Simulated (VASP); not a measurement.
Here is a VASP 6.6.1 calculation.

The input INCAR:

```
SYSTEM = TePt2
PREC = Accurate
ENCUT = 500
EDIFF = 1E-6
ISMEAR = 0
SIGMA = 0.1
LREAL = .FALSE.
LASPH = .TRUE.
NELM = 120
ALGO = Normal
ISIF = 2
LWAVE = .FALSE.
LCHARG = .FALSE.
GGA = PE
NBANDS = 35
GGA_COMPAT = .FALSE.
```

File KPOINTS:

```
Automatic mesh
0
G
  4 4 4
  0 0 0
```

POSCAR

```
TePt2
1.0
    5.2298408288      0.0000000000      0.0000000000
    0.0000000000      5.2298408288      0.0000000000
    0.0000000000      0.0000000000      5.2298408288
Te Pt
2 4
Direct
    0.0000000000      0.0000000000      0.0000000000
    0.5000000000      0.5000000000      0.5000000000
    0.2500000000      0.2500000000      0.2500000000
    0.2500000000      0.7500000000      0.7500000000
    0.7500000000      0.7500000000      0.2500000000
    0.7500000000      0.2500000000      0.7500000000
```

Potentials or basis: VASP PAW PBE potentials, release 64 (Te, Pt).

Run with:

```sh
$ cat potpaw_PBE.64/Te/POTCAR potpaw_PBE.64/Pt/POTCAR > POTCAR
$ mpirun -np 1 vasp_std > vasp.out
```

Problem. What does it give for the pressure?

Solution. 35.8 GPa.

Problem. Predict the band gap on the k mesh.

Solution. Zero (bands 26 and 27 overlap by 0.76 eV).

Caveat: the cell stands under pressure; spin-orbit coupling is left out, which moves the levels of the heavy elements.
